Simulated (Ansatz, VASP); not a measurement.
# Two plane-wave programs on Al2Au

POSCAR

```
Al2Au
1.0
    0.0000000000      2.9387583261      2.9387583261
    2.9387583261      0.0000000000      2.9387583261
    2.9387583261      2.9387583261      0.0000000000
Au Al
1 2
Direct
    0.0000000000      0.0000000000      0.0000000000
    0.7500000000      0.7500000000      0.7500000000
    0.2500000000      0.2500000000      0.2500000000
```

The input INCAR.step1:

```
ALGO = Normal ; EDIFF = 1E-4
ENCUT = 520 ; GGA = PE
ISMEAR = -1 ; LASPH = True
LCHARG = False ; LREAL = False
LWAVE = True ; NBANDS = 16
NELM = 60 ; PREC = Accurate
SIGMA = 0.05
```

INCAR.step2

```
ALGO = Normal ; EDIFF = 1E-6
ENCUT = 520 ; ISIF = 2
ISMEAR = -1 ; ISTART = 1
LASPH = True ; LCHARG = True
LELF = True ; LMIXTAU = True
LREAL = False ; LVHAR = True
LWAVE = False ; METAGGA = R2SCAN
NBANDS = 16 ; NELM = 60
PREC = Accurate ; SIGMA = 0.05
```

The input KPOINTS:

```
k-points
0
Gamma
  8 8 8
```

File input.yaml:

```yaml
crystal:
  lattice:
    - [0.0, 2.9387583261, 2.9387583261]
    - [2.9387583261, 0.0, 2.9387583261]
    - [2.9387583261, 2.9387583261, 0.0]
  atoms:
    - { symbol: Au, position: [0.0, 0.0, 0.0] }
    - { symbol: Al, position: [0.75, 0.75, 0.75] }
    - { symbol: Al, position: [0.25, 0.25, 0.25] }
hamiltonian:
  xc: r2scan
  pseudopotentials: { kind: paw }
kpoints:
  mp_grid: { grid: [8, 8, 8] }
scf:
  occupations: { method: fermi_dirac, width: 0.05 }
output:
  forces: true
  stress: true
  eigenvalues: true
```

Alike in both runs: task single point; functional r2SCAN; k mesh 8 × 8 × 8; occupations fermi-dirac, width 0.05 eV; no spin polarisation.

|  | VASP | Ansatz |
| --- | --- | --- |
| version | VASP 6.6.1 | Ansatz 0.2.0 |
| potentials or method | VASP PAW PBE potentials, release 64 (Au, Al) | Ansatz PAW |
| plane-wave cutoff (eV) | 520 | 500 |
| valence electrons in the cell | 17 | 25 |

VASP gave:

| Item | Value |
| --- | --- |
| gap on the k mesh at the Fermi level (eV) | none |
| pressure (GPa) | 8.7 |

Problem. Which values does Ansatz return?

Solution. gap on the k mesh at the Fermi level (eV): none; pressure (GPa): 9.1.

VASP's potentials were made for PBE, not for r2SCAN. A gap of «none» marks a metal or a gap that the smearing closes. VASP's potentials hold 17 valence electrons a cell and Ansatz's 25, so a difference there can come from the potentials and not from the codes.

Neither program's run includes spin-orbit coupling.
